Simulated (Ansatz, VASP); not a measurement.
**One calculation of Al2Cu, two programs**

File INCAR:

```
SYSTEM = Al2Cu
ALGO     = Fast           ! electronic algorithm
EDIFF    = 1E-6           ! SCF threshold, eV
ENCUT    = 520            ! plane-wave cutoff, eV
GGA      = PS             ! functional
ISIF     = 2              ! what is computed and relaxed
ISMEAR   = 0              ! smearing method
LASPH    = .True.         ! aspherical terms in the spheres
LCHARG   = .False.        ! write CHGCAR
LREAL    = .False.        ! projectors in reciprocal space
LWAVE    = .False.        ! write WAVECAR
NBANDS   = 16             ! bands
NELM     = 80             ! most SCF steps
PREC     = Accurate       ! precision mode
SIGMA    = 0.1            ! smearing width, eV
```

The input KPOINTS:

```
k-points
0
Gamma
  14 14 20
  0 0 0
```

POSCAR

```
Al2Cu
1.0
    4.1051820000      0.0000000000      0.0000000000
    0.0000000000      4.1051820000      0.0000000000
    0.0000000000      0.0000000000      2.8913130000
Al Cu
2 1
Direct
    0.5000000000      0.0000000000      0.5000000000
    0.0000000000      0.5000000000      0.5000000000
    0.0000000000      0.0000000000      0.0000000000
```

Input for Ansatz:

```yaml
crystal:
  lattice:
    - [4.105182, 0.0, 0.0]
    - [0.0, 4.105182, 0.0]
    - [0.0, 0.0, 2.891313]
  atoms:
    - { symbol: Al, position: [0.5, 0.0, 0.5] }
    - { symbol: Al, position: [0.0, 0.5, 0.5] }
    - { symbol: Cu, position: [0.0, 0.0, 0.0] }
basis:
  ecutwfc: 420
kpoints:
  mp_grid: { grid: [14, 14, 20] }
hamiltonian:
  xc: pbesol
scf:
  occupations: { method: gaussian, width: 0.1 }
output:
  forces: true
  stress: true
  eigenvalues: true
```

Alike in both runs: task single point; functional PBEsol; k mesh 14 × 14 × 20; occupations gaussian, width 0.1 eV; no spin polarisation.

|  | VASP | Ansatz |
| --- | --- | --- |
| version | VASP 6.6.1 | Ansatz 0.2.0 |
| potentials or method | VASP PAW PBE potentials, release 64 (Al, Cu), cutoff 520 eV | scalar-relativistic, plane waves, PAW |
| valence electrons in the cell | 17 | 25 |

```tsv
	VASP	Ansatz	Ansatz less VASP
gap on the k mesh at the Fermi level (eV)	none	none	-
pressure (GPa)	-2.3	-2.4	-0.09
traceless stress, the component that is largest in VASP (GPa)	-1.19	-1.18	+0.006
```

VASP's potentials were made for PBE, not for PBEsol. A gap of «none» marks a metal or a gap that the smearing closes. With one functional, cell and mesh, what is left measures potentials, basis and numerics. VASP's potentials hold 17 valence electrons a cell and Ansatz's 25, so a difference there can come from the potentials and not from the codes.
